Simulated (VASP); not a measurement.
Write the native input for VASP 6.6.1 that does the following.

```yaml
Task: single point
Functional: PBEsol
Potentials_or_basis: VASP PAW PBE potentials, release 64 (C)
Cutoff: 520 eV
k_mesh: 15 × 15 × 15
Occupations: gaussian, width 0.02 eV
Spin: no spin polarisation
Dipole_correction: no
Further_INCAR_settings: ALGO = Normal; EDIFF = 1e-06; NBANDS = 11
```

The structure of C lies in POSCAR:

```
C
1.0
    1.2781052609      0.7379144164      3.4332967788
   -1.2781052609      0.7379144164      3.4332967788
    0.0000000000     -1.4758288328      3.4332967788
C
2
Direct
    0.1888978379      0.1888978379      0.1888978379
    0.8111021621      0.8111021621      0.8111021621
```

This cell differs from its parent crystal: strained and its atoms moved.

One way to write it, as run:

INCAR

```
SYSTEM = C
PREC     = Accurate       ! precision mode
ENCUT    = 520            ! plane-wave cutoff, eV
EDIFF    = 1E-6           ! SCF threshold, eV
ISMEAR   = 0              ! smearing method
SIGMA    = 0.02           ! smearing width, eV
LREAL    = .FALSE.        ! projectors in reciprocal space
LASPH    = .TRUE.         ! aspherical terms in the spheres
NELM     = 100            ! most SCF steps
ALGO     = Normal         ! electronic algorithm
ISIF     = 2              ! what is computed and relaxed
LWAVE    = .FALSE.        ! write WAVECAR
LCHARG   = .FALSE.        ! write CHGCAR
GGA      = PS             ! functional
NBANDS   = 11             ! bands
```

KPOINTS

```
regular mesh
0
G
  15 15 15
  0 0 0
```

Potentials or basis: VASP PAW PBE potentials, release 64 (C).

The run is started by

```bash
$ cat potpaw_PBE.64/C/POTCAR > POTCAR
$ mpirun -np 1 vasp_std > vasp.out
```

Results of the run:

```yaml
Pressure: -30.6 GPa
Largest_force: 7.468 eV/Å
Band_gap_on_the_k_mesh: 0.21 eV, direct
```

Caveat: the cell differs from its parent crystal (strained and its atoms moved); the PAW data sets were made with another functional, which shifts forces and pressure a little.

It took 71 s on 1 thread of Intel(R) Xeon(R) Platinum 8259CL CPU @ 2.50GHz (Skylake/Cascade Lake), with other jobs on the host, peak memory 0.19 GiB.
